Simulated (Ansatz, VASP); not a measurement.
**Two plane-wave programs on BaTiO3**

```
Ba Ti O
1.0
     3.96082    0.00000    0.00000
     0.00000    7.92164    0.00000
     0.00000    0.00000    3.96082
Ba Ti O
2 2 6
Direct
  0.50000 0.25000 0.50000
  0.50000 0.75000 0.50000
  0.00000 0.00000 0.00000
  0.00000 0.50000 0.00000
  0.50000 0.00000 0.00000
  0.50000 0.50000 0.00000
  0.00000 0.25000 0.00000
  0.00000 0.75000 0.00000
  0.00000 0.00000 0.50000
  0.00000 0.50000 0.50000
```

Alike in both runs: task single point; functional r2SCAN; k mesh 7 × 4 × 7; occupations fermi-dirac, width 0.089 eV; no spin polarisation; Hubbard terms Ti d U = 1.69 eV.

|  | VASP | Ansatz |
| --- | --- | --- |
| version | VASP 6.6.1 | Ansatz 0.2.0 |
| potentials or method | VASP PAW PBE potentials, release 64 (Ba_sv, Ti_sv, O), cutoff 520 eV | PAW plane waves |
| valence electrons in the cell | 80 | 80 |

|  | VASP | Ansatz | Ansatz less VASP |
| --- | --- | --- | --- |
| pressure (GPa) | 8.3 | 5.4 | -2.98 |

VASP's potentials were made for PBE, not for r2SCAN. The programs project onto different local orbitals, so the same U acts differently, and such runs can settle in different states.

Spin-orbit coupling is off throughout.
